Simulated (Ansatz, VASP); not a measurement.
**Sb: VASP beside Ansatz**

File POSCAR:

```
Sb
1.0
    2.1770673240      1.2569304056      3.8298803211
   -2.1770673240      1.2569304056      3.8298803211
    0.0000000000     -2.5138608111      3.8298803211
Sb
2
Direct
    0.2682562500      0.2682562500      0.2682562500
    0.7317437500      0.7317437500      0.7317437500
```

Contents of INCAR.step1:

```
  ALGO = Normal
  EDIFF = 1E-4
  ENCUT = 520
  GGA = PE
  ISMEAR = 0
  LASPH = T
  LCHARG = F
  LREAL = F
  LWAVE = T
  NBANDS = 12
  NELM = 80
  PREC = Accurate
  SIGMA = 0.1
```

INCAR.step2

```
  ALGO = Normal
  EDIFF = 1E-6
  ENCUT = 520
  ISIF = 2
  ISMEAR = 0
  ISTART = 1
  LASPH = T
  LCHARG = F
  LMIXTAU = T
  LREAL = F
  LWAVE = F
  METAGGA = R2SCAN
  NBANDS = 12
  NELM = 80
  PREC = Accurate
  SIGMA = 0.1
```

The input KPOINTS:

```
k-points
0
Gamma
  6 6 6
```

Input for Ansatz:

```yaml
crystal:
  lattice:
    - [2.177067324, 1.2569304056, 3.8298803211]
    - [-2.177067324, 1.2569304056, 3.8298803211]
    - [0.0, -2.5138608111, 3.8298803211]
  atoms:
    - { symbol: Sb, position: [0.26825625, 0.26825625, 0.26825625] }
    - { symbol: Sb, position: [0.73174375, 0.73174375, 0.73174375] }
basis:
  ecutwfc: 500
kpoints:
  mp_grid: { grid: [6, 6, 6] }
hamiltonian:
  xc: r2scan
scf:
  occupations: { method: gaussian, width: 0.1 }
output:
  forces: true
  stress: true
  eigenvalues: true
```

Alike in both runs: task single point; functional r2SCAN; k mesh 6 × 6 × 6; occupations gaussian, width 0.1 eV; no spin polarisation.

```csv
,VASP,Ansatz
version,VASP 6.6.1,Ansatz 0.2.0
potentials or method,"VASP PAW PBE potentials, release 64 (Sb), cutoff 520 eV","scalar-relativistic, plane waves, PAW"
valence electrons in the cell,10,30
```

Ansatz gave:

```
gap on the k mesh at the Fermi level (eV)                     : none
pressure (GPa)                                                : 0.0
traceless stress, the component that is largest in VASP (GPa) : 0.27
rms of the force components (eV/Å)                            : 0.060
```

Estimate VASP's values.

gap on the k mesh at the Fermi level (eV): none; pressure (GPa): 0.1; traceless stress, the component that is largest in VASP (GPa): 0.23; rms of the force components (eV/Å): 0.032.

VASP's potentials were made for PBE, not for r2SCAN. Atom by atom the forces differ by 0.029 eV/Å (rms over components). A gap of «none» marks a metal or a gap that the smearing closes. With one functional, cell and mesh, what is left measures potentials, basis and numerics. VASP's potentials hold 10 valence electrons a cell and Ansatz's 30, so a difference there can come from the potentials and not from the codes.

Spin-orbit coupling is off throughout.
